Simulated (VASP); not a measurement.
## Ho2BN3: relaxation of cell and atoms with PBE

Crystal: Ho2BN3.

```
CELL_PARAMETERS angstrom
5.71512 0.00000 0.00000
-2.85756 4.94944 0.00000
0.00000 0.00000 4.09635
ATOMIC_POSITIONS crystal
Ho 0.33333 0.66667 0.54897
Ho 0.66667 0.33333 0.54897
B 0.00000 0.00000 0.73805
N 0.00000 0.00000 0.41822
N 0.33333 0.66667 0.04769
N 0.66667 0.33333 0.04769
```

The cell was generated, and may not be a known phase.

```
Program                : VASP 6.6.1
Task                   : relaxation of cell and atoms
Functional             : PBE
Potentials or basis    : VASP PAW PBE potentials, release 64 (Ho_3, B, N), 4f in core
Cutoff                 : 600 eV
k mesh                 : 12 × 12 × 10
Occupations            : gaussian, width 0.1 eV
Spin                   : no spin polarisation
Dipole correction      : no
Further INCAR settings : ALGO = Normal; EDIFF = 1e-07; IBRION = 2; EDIFFG = -0.01; NSW = 100; ISIF = 3
```

```
Relaxed volume                        : 19.60 Å³/atom
Relaxed cell                          : a = 5.762 Å, b = 5.762 Å, c = 4.089 Å, α = 90.00°, β = 90.00°, γ = 120.00°
Space group after relaxing (to 0.1 Å) : P6mm (No. 183)
Energy gained by relaxing             : 0.3 meV/atom
Ionic steps                           : 13
Pressure after relaxing               : 0.0 GPa
Largest force after relaxing          : 0.009 eV/Å
Band gap on the k mesh                : zero (bands 18 and 19 overlap by 2.02 eV)
```

Forces in eV/Å, atoms in the order of the input:
```
Ho   0.000  0.000  0.007
Ho   0.000  0.000  0.007
B    0.000  0.000 -0.002
N    0.000  0.000  0.007
N    0.000  0.000 -0.009
N    0.000  0.000 -0.009
```

Step by step:
| step | energy change (eV) | largest force (eV/Å) | pressure (GPa) | volume (Å³) |
| --- | --- | --- | --- | --- |
| 1 | 0.0000 | 0.0387 | 0.09 | 115.87 |
| 2 | -0.0005 | 0.0611 | 0.16 | 116.06 |
| 3 | -0.0005 | 0.1034 | 0.18 | 116.14 |
| 4 | -0.0008 | 0.0441 | 0.25 | 116.29 |
| 5 | -0.0009 | 0.0628 | 0.32 | 116.54 |
| 6 | -0.0011 | 0.0548 | 0.29 | 116.70 |
| 7 | -0.0014 | 0.0289 | 0.16 | 117.16 |
| 8 | -0.0014 | 0.0273 | -0.11 | 118.08 |
| 9 | -0.0015 | 0.0122 | 0.04 | 117.60 |
| 10 | -0.0015 | 0.0124 | 0.01 | 117.67 |
| 11 | -0.0015 | 0.0123 | 0.00 | 117.64 |
| 12 | -0.0015 | 0.0123 | 0.02 | 117.62 |
| 13 | -0.0015 | 0.0088 | 0.01 | 117.60 |

Final structure:
```
Ho B N
1.0
     5.76243    0.00000    0.00000
    -2.88122    4.99041    0.00000
     0.00000    0.00000    4.08946
Ho B N
2 1 3
Cartesian
  0.0000 3.3269 2.2444
  2.8812 1.6635 2.2444
  0.0000 0.0000 3.0198
  0.0000 0.0000 1.7082
  0.0000 3.3269 0.1959
  2.8812 1.6635 0.1959
```

Levels at points of the mesh, in eV from the Fermi level:
```tsv
k point	band 14	band 15	band 16	band 17	band 18	band 19	band 20	band 21	band 22
(0.00, 0.00, 0.00)	-1.29	-1.29	0.08	0.08	0.48	0.98	1.14	2.37	2.37
(0.50, 0.00, 0.00)	-1.18	-0.42	-0.27	0.14	0.69	0.91	1.04	1.36	1.58
(0.00, 0.00, 0.50)	-3.00	-2.63	-2.63	-1.44	-1.44	-1.11	1.39	2.16	2.16
(0.50, 0.00, 0.50)	-2.89	-2.86	-2.15	-1.64	-1.08	0.30	0.67	1.32	1.56
```

It took 54 min on 1 thread of Intel(R) Xeon(R) Platinum 8488C (Sapphire Rapids), on a shared host, peak memory 0.56 GiB.

Caveat: spin-orbit coupling is left out, which moves the levels of the heavy elements; the 4f electrons are frozen in the core, so they carry no moment and show no levels; the run has no spin polarisation, though such a crystal can be magnetic. With open d or f shells a metallic result of PBE can be an artefact of self-interaction; +U or a hybrid may open a gap.
